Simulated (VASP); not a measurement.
# C (P6_3/mmc) in VASP: notebook

Runs on C. Level: PBEsol. Tasks: relaxation of the atoms.

All numbers are computed with VASP 6.6.1; they aren't measurements. Logs are shortened: lines on timing, memory, paths and dates and some standing lists are left out, and cuts for length are marked.

## (1) The cell of the first run

It takes space group P6_3/mmc (No. 194, hexagonal). Conventional cell: a = 2.461 Å, b = 2.461 Å, c = 4.073 Å, α = 90.00°, β = 90.00°, γ = 120.00°. C (site symmetry 3m) has 4 C at 1.51 to 1.52 Å within 2.0 Å.

## (2) Relaxation of the atoms, PBEsol (strained cell)

INCAR reads:

```
SYSTEM = C
PREC     = Accurate       ! precision mode
ENCUT    = 520            ! plane-wave cutoff, eV
EDIFF    = 1E-6           ! SCF threshold, eV
ISMEAR   = 0              ! smearing method
SIGMA    = 0.02           ! smearing width, eV
LREAL    = .False.        ! projectors in reciprocal space
LASPH    = .True.         ! aspherical terms in the spheres
NELM     = 60             ! most SCF steps
ALGO     = Normal         ! electronic algorithm
ISIF     = 2              ! what is computed and relaxed
LWAVE    = .False.        ! write WAVECAR
LCHARG   = .False.        ! write CHGCAR
GGA      = PS             ! functional
IBRION   = 2              ! ionic algorithm
NSW      = 60             ! ionic steps
EDIFFG   = -0.002         ! ionic threshold
```

KPOINTS reads:

```
Automatic mesh
0
Gamma
  9 9 6
  0 0 0
```

POSCAR reads:

```
C
1.0
    2.4612466107      0.0000000000      0.0000000000
   -1.2306233054      2.1315020899      0.0000000000
    0.0000000000      0.0000000000      4.0732164421
C
4
Direct
    0.3333333333      0.6666666667      0.0000300286
    0.6666666667      0.3333333333      0.5000300286
    0.3333333333      0.6666666667      0.3739699714
    0.6666666667      0.3333333333      0.8739699714
```

Potentials or basis: VASP PAW PBE potentials, release 64 (C).

Started as:

```bash
$ cat potpaw_PBE.64/C/POTCAR > POTCAR
$ mpirun -np 1 vasp_std > vasp.out
```

OUTCAR:

```text
SYSTEM = C
   PREC = Accurate
   ENCUT = 520
   EDIFF = 1E-6
   ISMEAR = 0
   LREAL = .False.
   LASPH = .True.
   NELM = 60
   ISIF = 2
   GGA = PS
   IBRION = 2
   NSW = 60
   EDIFFG = -0.002

 ion  position               nearest neighbor table
   1  0.333  0.667  0.000-   4 1.51   4 1.51   4 1.51   3 1.52
   2  0.667  0.333  0.500-   3 1.51   3 1.51   3 1.51   4 1.52
   3  0.333  0.667  0.374-   2 1.51   2 1.51   2 1.51   1 1.52
   4  0.667  0.333  0.874-   1 1.51   1 1.51   1 1.51   2 1.52

  LATTYP: Found a hexagonal cell.
 ALAT       =     2.4612466107
 C/A-ratio  =     1.6549403966

  Lattice vectors:

 A1 = (   2.4612466107,   0.0000000000,   0.0000000000)
 A2 = (  -1.2306233054,   2.1315020899,   0.0000000000)
 A3 = (   0.0000000000,   0.0000000000,   4.0732164421)

Analysis of symmetry for initial positions (statically):
=====================================================================
 Subroutine PRICEL returns:
 Original cell was already a primitive cell.

 Routine SETGRP: Setting up the symmetry group for a
 hexagonal supercell.

 Subroutine GETGRP returns: Found 24 space group operations
 (whereof  6 operations were pure point group operations)
 out of a pool of 24 trial point group operations.

The static configuration has the point symmetry C_3v.
 The point group associated with its full space group is D_6h.

Analysis of symmetry for dynamics (positions and initial velocities):
=====================================================================
 Subroutine PRICEL returns:
 Original cell was already a primitive cell.

 Routine SETGRP: Setting up the symmetry group for a
 hexagonal supercell.

 Subroutine GETGRP returns: Found 24 space group operations
 (whereof  6 operations were pure point group operations)
 out of a pool of 24 trial point group operations.

The dynamic configuration has the point symmetry C_3v.
 The point group associated with its full space group is D_6h.

 Subroutine INISYM returns: Found 24 space group operations
 (whereof  6 operations are pure point group operations),
 and found     1 'primitive' translations

----------------------------------------------------------------------------------------

                                     Primitive cell

  volume of cell :      21.3687

  direct lattice vectors                    reciprocal lattice vectors
     2.461246611  0.000000000  0.000000000     0.406298173  0.234576359  0.000000000
    -1.230623305  2.131502090  0.000000000     0.000000000  0.469152719  0.000000000
     0.000000000  0.000000000  4.073216442     0.000000000  0.000000000  0.245506227

  length of vectors
     2.461246611  2.461246611  4.073216442     0.469152719  0.469152719  0.245506227

  position of ions in fractional coordinates (direct lattice)
     0.333333333  0.666666667  0.000030029
     0.666666667  0.333333333  0.500030029
     0.333333333  0.666666667  0.373969971
     0.666666667  0.333333333  0.873969971

  ion indices of the primitive-cell ions
   primitive index   ion index
                 1           1
                 2           2
                 3           3
                 4           4

----------------------------------------------------------------------------------------

 KPOINTS: Automatic mesh

Automatic generation of k-mesh.
 Grid dimensions read from file:
 generate k-points for:    9    9    6

 Generating k-lattice:

  Cartesian coordinates                     Fractional coordinates (reciprocal lattice)
     0.045144241  0.026064040  0.000000000     0.111111111  0.000000000  0.000000000
     0.000000000  0.052128080  0.000000000     0.000000000  0.111111111  0.000000000
     0.000000000  0.000000000  0.040917704     0.000000000  0.000000000  0.166666667

  Length of vectors
     0.052128080  0.052128080  0.040917704

  Shift w.r.t. Gamma in fractional coordinates (k-lattice)
     0.000000000  0.000000000  0.000000000

 Subroutine IBZKPT returns following result:
 ===========================================

 Found     48 irreducible k-points:

 Following reciprocal coordinates:
            Coordinates               Weight
  0.000000  0.000000  0.000000      1.000000
  0.111111 -0.000000  0.000000      6.000000
  0.222222 -0.000000  0.000000      6.000000
  0.333333 -0.000000  0.000000      6.000000
  0.444444 -0.000000  0.000000      6.000000
  0.111111  0.111111  0.000000      6.000000
[... 16 lines left out ...]
  0.333333  0.222222  0.166667     24.000000
  0.333333  0.333333  0.166667      4.000000
 [... further k-points ...]
   k-points           NKPTS =     48   k-points in BZ     NKDIM =     48   number of bands    NBANDS=     12
   number of dos      NEDOS =    301   number of ions     NIONS =      4
   total plane-waves  NPLWV =   9720
   dimension x,y,z NGX =    18 NGY =   18 NGZ =   30
   dimension x,y,z NGXF=    36 NGYF=   36 NGZF=   60
   ions per type =               4
   NGX,Y,Z   is equivalent  to a cutoff of  12.16, 12.16, 12.24 a.u.
   NGXF,Y,Z  is equivalent  to a cutoff of  24.32, 24.32, 24.49 a.u.
 SYSTEM =  C
   PREC   = accura    normal or accurate (medium, high low for compatibility)
   ISTART =      0    job   : 0-new  1-cont  2-samecut
   ICHARG =      2    charge: 1-file 2-atom 10-const
   ISPIN  =      1    spin polarized calculation?
   LNONCOLLINEAR =      F non collinear calculations
   LSORBIT =      F    spin-orbit coupling
   LASPH  =      T    aspherical Exc in radial PAW
   ENCUT  =  520.0 eV  38.22 Ry    6.18 a.u.   4.58  4.58  7.57*2*pi/ulx,y,z
   NELM   =     60;   NELMIN=  2; NELMDL= -5     # of ELM steps
   EDIFF  = 0.1E-05   stopping-criterion for ELM
   LREAL  =      F    real-space projection
   EDIFFG = -.2E-02   stopping-criterion for IOM
   NSW    =     60    number of steps for IOM
   IBRION =      2    ionic relax: 0-MD 1-quasi-New 2-CG
   NFREE  =      1    steps in history (QN), initial steepest desc. (CG)
   ISIF   =      2    stress and relaxation
   ISYM   =      2    0-nonsym 1-usesym 2-fastsym
   POTIM  = 0.5000    time-step for ionic-motion
   TEBEG  =    0.0;   TEEND  =   0.0 temperature during run
   PSTRESS=    0.0 pullay stress
   NELECT =      16.0000    total number of electrons
   NUPDOWN=      -1.0000    fix difference up-down
   EMIN   =  10.00;   EMAX   =-10.00  energy-range for DOS
   EFERMI =   0.00;   METHOD = LEGACY
   ISMEAR =     0;   SIGMA  =   0.02  broadening in eV -4-tet -1-fermi 0-gaus
   EFERMI_NEDOS =   21; number of points for ismear=-14 and -15
   IALGO  =     38    algorithm
   IMIX   =      4    mixing-type and parameters
     AMIX     =   0.40;   BMIX     =  1.00
     AMIX_MAG =   1.60;   BMIX_MAG =  1.00
  volume/ion in A,a.u.               =       5.34        36.05
  Fermi-wavevector in a.u.,A,eV,Ry     =   1.486581  2.809232 30.067845  2.209924
  Thomas-Fermi vector in A             =   2.599850
   LORBIT       =      0    0 simple, 1 ext, 2 COOP (PROOUT), +10 PAW based schemes
   GGA     = PS    functional components
   LHFCALC =     F    Hartree Fock is set to
   AEXX    =    0.0000 exact exchange contribution
   IVDW    =     0    specifies the selected vdW correction
   LEPSILON=     F    determine dielectric tensor
   LRPA    =     F    only Hartree local field effects (RPA)
 conjugate gradient relaxation of ions
 non-spin polarized calculation
 Gauss-broadening in eV      SIGMA  =   0.02
  energy-cutoff  :      520.00
  volume of cell :       21.37
 maximum number of plane-waves:       592
   NGX =  9   NGY =  9   NGZ = 15

--------------------------------------- Ionic step        1  -------------------------------------------

 number of electron      15.9999996 magnetization

 Free energy of the ion-electron system (eV)
  ---------------------------------------------------
  ext. energy  EPLUGINS =         0.00000000
  ---------------------------------------------------
  free energy    TOTEN  =       -38.30424611 eV

  energy without entropy =      -38.30424611  energy(sigma->0) =      -38.30424611

------------------------ aborting loop because EDIFF is reached ----------------------------------------

  FORCE on cell =-STRESS in cart. coord.  units (eV):
  Direction    XX          YY          ZZ          XY          YZ          ZX
  --------------------------------------------------------------------------------------
  -------------------------------------------------------------------------------------
  Total        3.1604793      3.1604793      4.4702353     -0.0000000      0.0000000      0.0000000
  in kB      236.9655136    236.9655136    335.1680271     -0.0000000      0.0000000      0.0000000
  external PRESSURE =     269.6996848 kB  Pullay stress =       0.0000000 kB
[... 61 lines left out ...]
  energy  without entropy=      -38.3039116278  energy(sigma->0) =      -38.30391163

--------------------------------------- Ionic step        3  -------------------------------------------

 number of electron      15.9999996 magnetization

 Free energy of the ion-electron system (eV)
  ---------------------------------------------------
  ext. energy  EPLUGINS =         0.00000000
  ---------------------------------------------------
  free energy    TOTEN  =       -38.30428862 eV

  energy without entropy =      -38.30428862  energy(sigma->0) =      -38.30428862

 E-fermi :  11.0845     XC(G=0): -13.7234

 val. band max:       10.9353713638   @ k =   0.0000   0.0000   0.0000
 cond. band min:      13.7795346704   @ k =   0.3333   0.3333   0.0000
 fundamental gap:      2.8441633067
 Fermi energy:        11.0844844228

 k-point     1 :       0.0000    0.0000    0.0000
  band No.  band energies     occupation
      1     -11.7707      2.00000
      2      -5.7079      2.00000
      3      -3.6045      2.00000
      4       7.5715      2.00000
      5       7.5715      2.00000
      6      10.3626      2.00000
      7      10.9354      2.00000
      8      10.9354      2.00000
      9      15.8439      0.00000
     10      15.8439      0.00000
     11      16.5440      0.00000
     12      19.6242      0.00000
[... 331 lines left out ...]
 k-point    24 :       0.3333    0.3333    0.1667
  band No.  band energies     occupation
      1      -4.0866      2.00000
      2      -4.0866      2.00000
      3      -0.8326      2.00000
      4       0.0629      2.00000
      5       0.0629      2.00000
      6       2.9436      2.00000
      7       4.2364      2.00000
      8       4.2364      2.00000
      9      14.6886      0.00000
     10      21.9000      0.00000
     11      21.9000      0.00000
     12      23.9714      0.00000

 [... further k-points ...]

------------------------ aborting loop because EDIFF is reached ----------------------------------------

  FORCE on cell =-STRESS in cart. coord.  units (eV):
  Direction    XX          YY          ZZ          XY          YZ          ZX
  --------------------------------------------------------------------------------------
  -------------------------------------------------------------------------------------
  Total        3.1677402      3.1677402      4.4590263     -0.0000000     -0.0000000      0.0000000
  in kB      237.5099208    237.5099208    334.3276010     -0.0000000     -0.0000000      0.0000000
  external PRESSURE =     269.7824808 kB  Pullay stress =       0.0000000 kB
[... 19 lines left out ...]
  FREE ENERGIE OF THE ION-ELECTRON SYSTEM (eV)
  ---------------------------------------------------
  free  energy   TOTEN  =       -38.3042886229 eV

  energy  without entropy=      -38.3042886229  energy(sigma->0) =      -38.30428862

 reached required accuracy - stopping structural energy minimisation
```

Run time: 30 s. Hardware: 1 thread of Intel Xeon 8259CL, shared host; peak memory 0.12 GiB.

What came out:

* Free energy: -38.3043 eV
* Energy gained by relaxing: 0.0 meV/atom
* Ionic steps: 3
* Pressure after relaxing: 27.0 GPa
* Band gap on the k mesh: 2.84 eV (least direct gap 4.91 eV)

Stress tensor (GPa, compression positive):
```
23.75  0.00  0.00
 0.00 23.75  0.00
 0.00  0.00 33.43
```

Final structure:
```
C
1.0
     2.46125    0.00000    0.00000
    -1.23062    2.13150    0.00000
     0.00000    0.00000    4.07322
C
4
Direct
  0.33333 0.66667 0.99990
  0.66667 0.33333 0.49990
  0.33333 0.66667 0.37410
  0.66667 0.33333 0.87410
```

Caveat: the cell differs from its parent crystal (strained cell); the PAW data sets were made with another functional, which shifts forces and pressure a little; an odd mesh through Γ misses points on the zone boundary, where band edges can lie.

[end of part 1 of 2]
